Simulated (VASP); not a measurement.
# MgO (gw) (Fm-3m) in VASP: G0W0 quasiparticle levels with PBE

Aim: the G0W0 quasiparticle levels of MgO (gw) with PBE.

Everything below comes from runs of VASP 6.6.1. Logs are shortened: lines on timing, memory, paths and dates and some standing lists are left out, and cuts for length are marked.

### 1 The cell of the first run

The structure is cubic, space group Fm-3m (No. 225). Conventional cell: a = 4.214 Å, b = 4.214 Å, c = 4.214 Å, α = 90.00°, β = 90.00°, γ = 90.00°. Mg (site symmetry m-3m) has 6 O at 2.11 Å within 2.8 Å. O (site symmetry m-3m) has 6 Mg at 2.11 Å within 2.8 Å.

### 2 G0W0 quasiparticle levels, PBE

The input, POSCAR:

```
MgO
1.0
    0.0000000000      2.1071294686      2.1071294686
    2.1071294686      0.0000000000      2.1071294686
    2.1071294686      2.1071294686      0.0000000000
Mg O
1 1
Direct
    0.0000000000      0.0000000000      0.0000000000
    0.5000000000      0.5000000000      0.5000000000
```

The input, INCAR.step1:

```
PREC = Accurate
ENCUT = 500
EDIFF = 1E-8
ISMEAR = 0
SIGMA = 0.01
LREAL = False
LASPH = True
NELM = 80
ALGO = Normal
LWAVE = True
LCHARG = False
GGA = PE
```

The input, INCAR.step2:

```
PREC = Accurate
ENCUT = 500
EDIFF = 1E-8
ISMEAR = 0
SIGMA = 0.01
LREAL = False
LASPH = True
NELM = 1
ALGO = Exact
LWAVE = True
LCHARG = False
GGA = PE
NBANDS = 34
LOPTICS = True
ISTART = 1
```

The input, INCAR.step3:

```
PREC = Accurate
ENCUT = 500
EDIFF = 1E-8
ISMEAR = 0
SIGMA = 0.01
LREAL = False
LASPH = True
ALGO = EVGW0
LWAVE = False
LCHARG = False
GGA = PE
NELMGW = 1
NBANDS = 34
ENCUTGW = 80.0
NOMEGA = 48
PRECFOCK = Fast
ISTART = 1
NBANDSGW = 12
```

The input, KPOINTS:

```
regular mesh
0
Gamma
  6 6 6
```

Potentials or basis: VASP PAW PBE potentials, release 64 (Mg_GW, O_GW).

The run is started by

```
$ cat potpaw_PBE.64/Mg_GW/POTCAR potpaw_PBE.64/O_GW/POTCAR > POTCAR
$ cp INCAR.step1 INCAR
$ mpirun -np 1 vasp_std > vasp.out
$ cp INCAR.step2 INCAR
$ mpirun -np 1 vasp_std > vasp.out
$ cp INCAR.step3 INCAR
$ mpirun -np 1 vasp_std > vasp.out
```

OUTCAR:

```text
PREC = Accurate
   ENCUT = 500
   EDIFF = 1E-8
   ISMEAR = 0
   LREAL = False
   LASPH = True
   GGA = PE
   NELMGW = 1
   ENCUTGW = 80.0
   PRECFOCK = Fast
   ISTART = 1

 ion  position               nearest neighbor table
   1  0.000  0.000  0.000-   2 2.11   2 2.11   2 2.11   2 2.11   2 2.11   2 2.11
   2  0.500  0.500  0.500-   1 2.11   1 2.11   1 2.11   1 2.11   1 2.11   1 2.11

  LATTYP: Found a face centered cubic cell.
 ALAT       =     4.2142589372

  Lattice vectors:

 A1 = (   0.0000000000,   2.1071294686,   2.1071294686)
 A2 = (   2.1071294686,   0.0000000000,   2.1071294686)
 A3 = (   2.1071294686,   2.1071294686,   0.0000000000)

Analysis of symmetry for initial positions (statically):
=====================================================================
 Subroutine PRICEL returns:
 Original cell was already a primitive cell.

 Routine SETGRP: Setting up the symmetry group for a
 face centered cubic supercell.

 Subroutine GETGRP returns: Found 48 space group operations
[... 9 lines left out ...]

 Routine SETGRP: Setting up the symmetry group for a
 face centered cubic supercell.

 Subroutine GETGRP returns: Found 48 space group operations
[... 11 lines left out ...]
                                     Primitive cell

  volume of cell :      18.7113

  direct lattice vectors                    reciprocal lattice vectors
     0.000000000  2.107129469  2.107129469    -0.237289643  0.237289643  0.237289643
     2.107129469  0.000000000  2.107129469     0.237289643 -0.237289643  0.237289643
     2.107129469  2.107129469  0.000000000     0.237289643  0.237289643 -0.237289643

  length of vectors
     2.979931072  2.979931072  2.979931072     0.410997718  0.410997718  0.410997718

  position of ions in fractional coordinates (direct lattice)
     0.000000000  0.000000000  0.000000000
     0.500000000  0.500000000  0.500000000

  ion indices of the primitive-cell ions
   primitive index   ion index
                 1           1
                 2           2

----------------------------------------------------------------------------------------

 KPOINTS: regular mesh

Automatic generation of k-mesh.
 Grid dimensions read from file:
 generate k-points for:    6    6    6

 Generating k-lattice:

  Cartesian coordinates                     Fractional coordinates (reciprocal lattice)
    -0.039548274  0.039548274  0.039548274     0.166666667  0.000000000  0.000000000
     0.039548274 -0.039548274  0.039548274     0.000000000  0.166666667  0.000000000
     0.039548274  0.039548274 -0.039548274     0.000000000  0.000000000  0.166666667

  Length of vectors
     0.068499620  0.068499620  0.068499620

  Shift w.r.t. Gamma in fractional coordinates (k-lattice)
     0.000000000  0.000000000  0.000000000

 Subroutine IBZKPT returns following result:
 ===========================================

 Found     16 irreducible k-points:

 Following reciprocal coordinates:
            Coordinates               Weight
  0.000000  0.000000  0.000000      1.000000
  0.166667  0.000000  0.000000      8.000000
  0.333333  0.000000  0.000000      8.000000
  0.500000  0.000000  0.000000      4.000000
  0.166667  0.166667  0.000000      6.000000
  0.333333  0.166667  0.000000     24.000000
[... 8 lines left out ...]
 -0.333333  0.333333  0.166667     24.000000
 -0.333333  0.500000  0.166667     12.000000
   k-points           NKPTS =     16   k-points in BZ     NKDIM =    216   number of bands    NBANDS=     34
   number of dos      NEDOS =    301   number of ions     NIONS =      2
   total plane-waves  NPLWV =  13824
   dimension x,y,z NGX =    24 NGY =   24 NGZ =   24
   dimension x,y,z NGXF=    48 NGYF=   48 NGZF=   48
   ions per type =               1   1
   NGX,Y,Z   is equivalent  to a cutoff of  13.39, 13.39, 13.39 a.u.
   NGXF,Y,Z  is equivalent  to a cutoff of  26.78, 26.78, 26.78 a.u.
 SYSTEM =  unknown system
   PREC   = accura    normal or accurate (medium, high low for compatibility)
   ISTART =      1    job   : 0-new  1-cont  2-samecut
   ICHARG =      0    charge: 1-file 2-atom 10-const
   ISPIN  =      1    spin polarized calculation?
   LNONCOLLINEAR =      F non collinear calculations
   LSORBIT =      F    spin-orbit coupling
   LASPH  =      T    aspherical Exc in radial PAW
   ENCUT  =  500.0 eV  36.75 Ry    6.06 a.u.   5.43  5.43  5.43*2*pi/ulx,y,z
   NELM   =     60;   NELMIN=  2; NELMDL=  0     # of ELM steps
   EDIFF  = 0.1E-07   stopping-criterion for ELM
   LREAL  =      F    real-space projection
   EDIFFG = 0.1E-06   stopping-criterion for IOM
   NSW    =      0    number of steps for IOM
   IBRION =     -1    ionic relax: 0-MD 1-quasi-New 2-CG
   NFREE  =      0    steps in history (QN), initial steepest desc. (CG)
   ISIF   =      0    stress and relaxation
   ISYM   =      3    0-nonsym 1-usesym 2-fastsym
   POTIM  = 0.5000    time-step for ionic-motion
   TEBEG  =    0.0;   TEEND  =   0.0 temperature during run
   PSTRESS=    0.0 pullay stress
   NELECT =       8.0000    total number of electrons
   NUPDOWN=      -1.0000    fix difference up-down
   EMIN   =  10.00;   EMAX   =-10.00  energy-range for DOS
   EFERMI =   0.00;   METHOD = LEGACY
   ISMEAR =     0;   SIGMA  =   0.01  broadening in eV -4-tet -1-fermi 0-gaus
   EFERMI_NEDOS =   21; number of points for ismear=-14 and -15
   IALGO  =     38    algorithm
   IMIX   =      4    mixing-type and parameters
     AMIX     =   0.40;   BMIX     =  1.00
     AMIX_MAG =   1.60;   BMIX_MAG =  1.00
  volume/ion in A,a.u.               =       9.36        63.13
  Fermi-wavevector in a.u.,A,eV,Ry     =   1.233304  2.330607 20.695001  1.521040
  Thomas-Fermi vector in A             =   2.368040
   LORBIT       =      0    0 simple, 1 ext, 2 COOP (PROOUT), +10 PAW based schemes
   GGA     = PE    functional components
   LHFCALC =     T    Hartree Fock is set to
   PRECFOCK=fast      Normal, Fast or Accurate (Low or Medium for compatibility)
   ENCUT4O =  -1.0   cutoff for four orbital integrals eV
   NKREDX  =     1    reduce k-point grid by
   NKREDY  =     1    reduce k-point grid by
   NKREDZ  =     1    reduce k-point grid by
   AEXX    =    1.0000 exact exchange contribution
   HFSCREEN=    0.0000 screening length (either q_TF or 0.3 A-1)
   HFSCREENC=   0.0000 screening length for correlation (either q_TF or 0.3 A-1)
   ENCUTFOCK=  -1.0 apply spherical cutoff to Coloumb kernel
   IVDW    =     0    specifies the selected vdW correction
   LEPSILON=     F    determine dielectric tensor
   LRPA    =     F    only Hartree local field effects (RPA)
   LRPAFORCE           =     F    calculate RPA forces
   ENCUTGW             =  80.0    cutoff for response function in eV
   ENCUTGWSOFT         =  64.0    soft cutoff for Coulomb kernel in GW response function in eV
   ENCUTLF             =  -1.0    cutoff for local field effects
   NELMGW              =     1    number of iterations in solving QP/BSE equation
   NELMHF              =     1    number of iterations in the inner HF iteration
   NKREDLFX            =     1    NKREDLFY  =   1   NKREDLFZ  =   1
 non-spin polarized calculation
 Gauss-broadening in eV      SIGMA  =   0.01
  energy-cutoff  :      500.00
  volume of cell :       18.71
 maximum number of plane-waves:       531
 NGX is ok and might be reduce to    24
  NGX = 14; NGY = 14; NGZ = 14
   NGX = 11   NGY = 11   NGZ = 11
 maximum number of plane-waves:        34
 NGX is ok and might be reduce to    10

 QP shifts <psi_nk| G(iteration)W_0 |psi_nk>: iteration 1
 for sc-GW calculations column KS-energies equals QP-energies in previous step
 and V_xc(KS)=  KS-energies - (<T + V_ion + V_H > + <T+V_H+V_ion>^1  + <V_x>^1)

 k-point   1 :       0.0000    0.0000    0.0000
  band No.  KS-energies  QP-energies   sigma(KS)   V_xc(KS)     V^pw_x(r,r')   Z            occupation Imag(sigma)

      1     -14.0915     -16.3097     -21.2197     -18.1252     -29.9034       0.7168       2.0000       1.1780
      2       3.1704       2.1468     -21.0149     -19.7200     -25.2224       0.7905       2.0000       0.0845
      3       3.1704       2.1468     -21.0149     -19.7200     -25.2224       0.7905       2.0000       0.0845
      4       3.1704       2.1468     -21.0149     -19.7200     -25.2224       0.7905       2.0000       0.0845
      5       7.8807       9.1185     -10.7001     -12.1692      -7.4292       0.8426       0.0000      -0.0642
      6      18.9688      20.3928      -7.3234      -9.0387      -3.0773       0.8302       0.0000      -0.1176
      7      18.9688      20.3928      -7.3234      -9.0387      -3.0773       0.8302       0.0000      -0.1176
      8      18.9688      20.3928      -7.3234      -9.0387      -3.0773       0.8302       0.0000      -0.1176
      9      22.8819      23.4276      -7.2037      -7.9105      -1.6745       0.7721       0.0000      -0.5096
     10      24.6534      26.4585      -7.6621      -9.8519      -3.2480       0.8243       0.0000      -0.1878
     11      24.6534      26.4585      -7.6621      -9.8519      -3.2480       0.8243       0.0000      -0.1878
     12      27.1821      28.8811      -7.3467      -9.4760      -1.8724       0.7979       0.0000      -0.5174

 k-point   2 :       0.1667    0.0000    0.0000
  band No.  KS-energies  QP-energies   sigma(KS)   V_xc(KS)     V^pw_x(r,r')   Z            occupation Imag(sigma)

      1     -13.8092     -16.0106     -21.4583     -18.3775     -30.1083       0.7145       2.0000       1.1438
      2       1.6617       0.3839     -19.2301     -17.6043     -23.2592       0.7860       2.0000       0.0962
      3       2.9967       1.9345     -20.8656     -19.5200     -25.0897       0.7894       2.0000       0.0862
      4       2.9967       1.9345     -20.8656     -19.5200     -25.0897       0.7894       2.0000       0.0862
      5       9.3051      10.7340     -11.6351     -13.3525      -8.4535       0.8321       0.0000      -0.0688
      6      16.6360      18.0129      -8.0001      -9.6700      -3.7747       0.8245       0.0000      -0.1137
      7      19.5328      20.9982      -7.4971      -9.2772      -3.1651       0.8232       0.0000      -0.1308
      8      19.5328      20.9982      -7.4971      -9.2772      -3.1651       0.8232       0.0000      -0.1308
      9      23.3145      25.0265      -7.4150      -9.5110      -2.8623       0.8168       0.0000      -0.1995
     10      23.3145      25.0265      -7.4150      -9.5110      -2.8623       0.8168       0.0000      -0.1995
     11      25.3581      26.5770      -7.4235      -8.9399      -1.9480       0.8037       0.0000      -0.6232
     12      28.3141      29.6516      -6.8905      -8.4529      -1.5282       0.8560       0.0000      -0.8646
[... 196 lines left out ...]
      1     -12.5817     -14.7854     -22.7361     -19.7522     -31.2929       0.7385       2.0000       1.0126
      2      -0.4106      -2.0359     -17.6848     -15.5728     -21.9911       0.7696       2.0000       0.1302
      3       0.7080      -0.7858     -18.5572     -16.6377     -22.7888       0.7782       2.0000       0.1111
      4       1.9069       0.6247     -19.8228     -18.1842     -24.0824       0.7826       2.0000       0.0965
      5      13.7294      15.3496     -10.2249     -12.1971      -6.3678       0.8215       0.0000      -0.0926
      6      15.1082      17.0275     -11.3743     -13.7597      -7.3680       0.8046       0.0000      -0.1086
      7      15.8757      17.6372      -8.4425     -10.5649      -4.4434       0.8299       0.0000      -0.0949
      8      19.6048      21.3021      -8.6142     -10.7274      -3.9433       0.8032       0.0000      -0.1816
      9      23.9068      25.3988      -7.8105      -9.6574      -2.8257       0.8078       0.0000      -0.3599
     10      25.1175      26.6930      -8.2337     -10.2103      -2.9491       0.7971       0.0000      -0.4551
     11      30.8382      33.0676      -8.5892     -11.2289      -3.4649       0.8446       0.0000      -0.7406
     12      31.4603      33.2162      -7.3954      -9.5067      -2.0313       0.8316       0.0000      -0.8346

 k-point  16 :      -0.3333    0.5000    0.1667
  band No.  KS-energies  QP-energies   sigma(KS)   V_xc(KS)     V^pw_x(r,r')   Z            occupation Imag(sigma)

      1     -12.5128     -14.7048     -22.8123     -19.8450     -31.3710       0.7387       2.0000       1.0072
      2      -0.3824      -2.0308     -17.7638     -15.6225     -22.0909       0.7698       2.0000       0.1288
      3       0.9337      -0.5327     -18.7877     -16.9065     -23.0246       0.7795       2.0000       0.1074
      4       1.5047       0.1550     -19.3948     -17.6687     -23.6450       0.7819       2.0000       0.1005
      5      13.7202      15.1842      -9.1913     -10.9551      -5.3808       0.8301       0.0000      -0.0870
      6      14.5595      16.2992      -8.6260     -10.7104      -4.7604       0.8346       0.0000      -0.0859
      7      15.6343      17.6016     -11.7113     -14.1897      -7.5554       0.7938       0.0000      -0.1205
      8      19.6040      21.3361      -8.9109     -11.0695      -4.1576       0.8024       0.0000      -0.1998
      9      23.2752      25.0271      -9.0742     -11.3063      -3.8119       0.7849       0.0000      -0.3630
     10      27.7635      29.2408      -7.6383      -9.4582      -2.3466       0.8118       0.0000      -0.6104
     11      29.3099      31.5206      -8.5006     -11.1035      -3.5629       0.8493       0.0000      -0.6469
     12      31.4864      33.8348      -9.0441     -11.8060      -3.7316       0.8503       0.0000      -0.8464
```

Run time: 72 s. Hardware: 1 thread of Intel Xeon 6975P-C, shared host; peak memory 0.23 GiB.

Results:

```
Band gap on the k mesh, mean-field level : 4.71 eV, direct
Quasiparticle gap                        : 6.97 eV
Least direct quasiparticle gap           : 6.97 eV
```

Caveat: the k points lie up to 0.43 Å⁻¹ apart; bands, screening cutoff and mesh are small and nothing is extrapolated, so the quasiparticle values aren't converged.
